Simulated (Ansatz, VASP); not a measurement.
ZnO in VASP and in Ansatz

File INCAR:

```
ALGO = Normal
EDIFF = 1E-7
ENCUT = 520
GGA = PE
ISIF = 2
ISMEAR = 0
LASPH = True
LCHARG = True
LELF = True
LREAL = False
LVHAR = True
LWAVE = False
NBANDS = 46
NELM = 80
PREC = Accurate
SIGMA = 0.01
```

The input KPOINTS:

```
k-points
0
Gamma
  9 9 2
```

The input POSCAR:

```
ZnO
1.0
    3.3359616044      0.0000000000      0.0000000000
   -1.6679808022      2.8890274955      0.0000000000
    0.0000000000      0.0000000000     10.8387726741
Zn O
4 4
Direct
    0.0000000000      0.0000000000     -0.0005573107
    0.3333333333      0.6666666667      0.2496497194
    0.0000000000      0.0000000000      0.4994426893
    0.6666666667      0.3333333333      0.7496497194
    0.0000000000      0.0000000000      0.1880731350
    0.3333333333      0.6666666667      0.4378344562
    0.0000000000      0.0000000000      0.6880731350
    0.6666666667      0.3333333333      0.9378344562
```

Input for Ansatz:

```yaml
crystal:
  lattice:
    - [3.3359616044, 0.0, 0.0]
    - [-1.6679808022, 2.8890274955, 0.0]
    - [0.0, 0.0, 10.8387726741]
  atoms:
    - { symbol: Zn, position: [0.0, 0.0, -0.0005573107] }
    - { symbol: Zn, position: [0.3333333333, 0.6666666667, 0.2496497194] }
    - { symbol: Zn, position: [0.0, 0.0, 0.4994426893] }
    - { symbol: Zn, position: [0.6666666667, 0.3333333333, 0.7496497194] }
    - { symbol: O, position: [0.0, 0.0, 0.188073135] }
    - { symbol: O, position: [0.3333333333, 0.6666666667, 0.4378344562] }
    - { symbol: O, position: [0.0, 0.0, 0.688073135] }
    - { symbol: O, position: [0.6666666667, 0.3333333333, 0.9378344562] }
kpoints:
  mp_grid: { grid: [9, 9, 2] }
hamiltonian:
  xc: pbe
scf:
  occupations: { method: fixed }
  n_extra_bands: 6
output:
  forces: true
  stress: true
  eigenvalues: true
```

Alike in both runs: task single point; functional PBE; k mesh 9 × 9 × 2; no spin polarisation.

|  | VASP | Ansatz |
| --- | --- | --- |
| version | VASP 6.6.1 | Ansatz 0.2.0 |
| potentials or method | VASP PAW PBE potentials, release 64 (Zn, O) | plane waves, PAW |
| plane-wave cutoff (eV) | 520 | 420 |
| occupations | gaussian, width 0.01 eV | fixed |
| valence electrons in the cell | 72 | 72 |

|  | VASP | Ansatz | Ansatz less VASP |
| --- | --- | --- | --- |
| gap on the k mesh at the Fermi level (eV) | 0.59 | 0.60 | +0.016 |
| pressure (GPa) | -5.9 | -6.6 | -0.70 |
| rms of the force components (eV/Å) | 0.004 | 0.004 | +0.0004 |

Atom by atom the forces differ by 0.001 eV/Å (rms over components).
